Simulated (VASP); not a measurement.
A run of VASP 6.6.1 is set up as follows.

The input INCAR:

```
ALGO = Normal ; EDIFF = 1E-7
EDIFFG = -0.01 ; ENCUT = 600
GGA = PE ; IBRION = 2
ISIF = 4 ; ISMEAR = 0
LASPH = T ; LCHARG = F
LREAL = F ; LWAVE = F
NELM = 60 ; NSW = 50
PREC = Accurate ; SIGMA = 0.1
```

KPOINTS

```
k-points
0
Gamma
  6 6 6
```

File POSCAR:

```
Si4W
1.0
    3.0685219452     -3.5325566522      0.0000000000
    3.0685219452      3.5325566522      0.0000000000
    0.0000000000      0.0000000000      6.0388450547
Si W
8 2
Direct
    0.4998118556      0.7614967890      0.1412889056
    0.5001881444      0.2385032110      0.1412889056
    0.2385032110      0.5001881444      0.8587110944
    0.7614967890      0.4998118556      0.8587110944
   -0.0001881444      0.2614967890      0.3587110944
    0.7385032110      1.0001881444      0.6412889056
    1.0001881444      0.7385032110      0.3587110944
    0.2614967890     -0.0001881444      0.6412889056
    0.0000000000      0.0000000000      0.0000000000
    0.5000000000      0.5000000000      0.5000000000
```

Potentials or basis: VASP PAW PBE potentials, release 64 (Si, W_sv).

The run is started by

```bash
$ cat potpaw_PBE.64/Si/POTCAR potpaw_PBE.64/W_sv/POTCAR > POTCAR
$ mpirun -np 1 vasp_std > vasp.out
```

What does it give for the band gap on the k mesh?

Zero (bands 30 and 31 overlap by 0.80 eV).

Final structure:
```
Si W
1.0
     3.08809   -3.49764    0.00000
     3.08809    3.49764    0.00000
     0.00000    0.00000    6.06047
Si W
8 2
Direct
  0.49903 0.76149 0.14145
  0.50097 0.23851 0.14145
  0.23851 0.50097 0.85855
  0.76149 0.49903 0.85855
  0.99903 0.26149 0.35855
  0.73851 0.00097 0.64145
  0.00097 0.73851 0.35855
  0.26149 0.99903 0.64145
  0.00000 0.00000 0.00000
  0.50000 0.50000 0.50000
```

Caveat: spin-orbit coupling is left out, which moves the levels of the heavy elements.
